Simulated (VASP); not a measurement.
A run of VASP 6.6.1 is set up as follows.

INCAR

```
SYSTEM = Fe2F
PREC = Accurate ; ENCUT = 520
EDIFF = 1E-7 ; ISMEAR = 0
SIGMA = 0.1 ; LREAL = .False.
LASPH = .True. ; NELM = 150
ALGO = Normal ; ISIF = 2
LWAVE = .False. ; LCHARG = .True.
ISPIN = 2 ; MAGMOM = 4 4 4 4 0 0
LORBIT = 11 ; LMAXMIX = 4
GGA = PE ; LELF = .True.
LVHAR = .True. ; NBANDS = 36
```

Contents of KPOINTS:

```
regular mesh
0
Gamma
  4 4 6
  0 0 0
```

File POSCAR:

```
Fe2F
1.0
    4.7457763202      0.0000000000      0.0000000000
    0.0000000000      4.7457763202      0.0000000000
    0.0000000000      0.0000000000      3.0567592798
Fe F
4 2
Direct
    0.3060000000      0.3060000000      0.0000000000
    0.1940000000      0.8060000000      0.5000000000
    0.6940000000      0.6940000000      0.0000000000
    0.8060000000      0.1940000000      0.5000000000
    0.0000000000      0.0000000000      0.0000000000
    0.5000000000      0.5000000000      0.5000000000
```

Potentials or basis: VASP PAW PBE potentials, release 64 (Fe, F).

Run with:

```bash
$ cat potpaw_PBE.64/Fe/POTCAR potpaw_PBE.64/F/POTCAR > POTCAR
$ mpirun -np 1 vasp_std > vasp.out
```

(1) Estimate the largest force.

(2) What does it give for the net moment?

Answers

(1) 1.258 eV/Å.

(2) 11.85 μB per cell.

Caveat: only a ferromagnetic start was run, and an antiferromagnetic order may lie lower in energy; forces of over 1 eV/Å act on the atoms, so gaps and moduli don't describe the material at rest.
